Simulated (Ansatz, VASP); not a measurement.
One calculation of In3Se, two programs

```xyz
4
Lattice="4.3322 0.0000 0.0000 -2.1661 3.7518 0.0000 0.0000 0.0000 7.1713" Properties=species:S:1:pos:R:3 pbc="T T T"
In    0.0000    0.0000    3.5856
In    0.0000    2.5012    2.7002
In    2.1661    1.2506    4.4711
Se    0.0000    0.0000    0.0000
```

Alike in both runs: task relaxation of cell and atoms; functional PBE; k mesh 6 × 6 × 4; occupations gaussian, width 0.1 eV; no spin polarisation.

|  | VASP | Ansatz |
| --- | --- | --- |
| version | VASP 6.6.1 | Ansatz 0.2.0 |
| potentials or method | VASP PAW PBE potentials, release 64 (In_d, Se), cutoff 600 eV | scalar-relativistic, plane waves, PAW |
| valence electrons in the cell | 45 | 55 |

|  | VASP | Ansatz | Ansatz less VASP |
| --- | --- | --- | --- |
| gap on the k mesh at the Fermi level, each at its own relaxed structure (eV) | none | none | - |
| relaxed volume (Å³/atom) | 28.68 | 28.56 | -0.124 |
| relaxed length of the cell vector where the two differ most in proportion (Å) | 8.539 | 8.444 | -0.0950 |

A gap of «none» marks a metal or a gap that the smearing closes. VASP's potentials hold 45 valence electrons a cell and Ansatz's 55, so a difference there can come from the potentials and not from the codes.
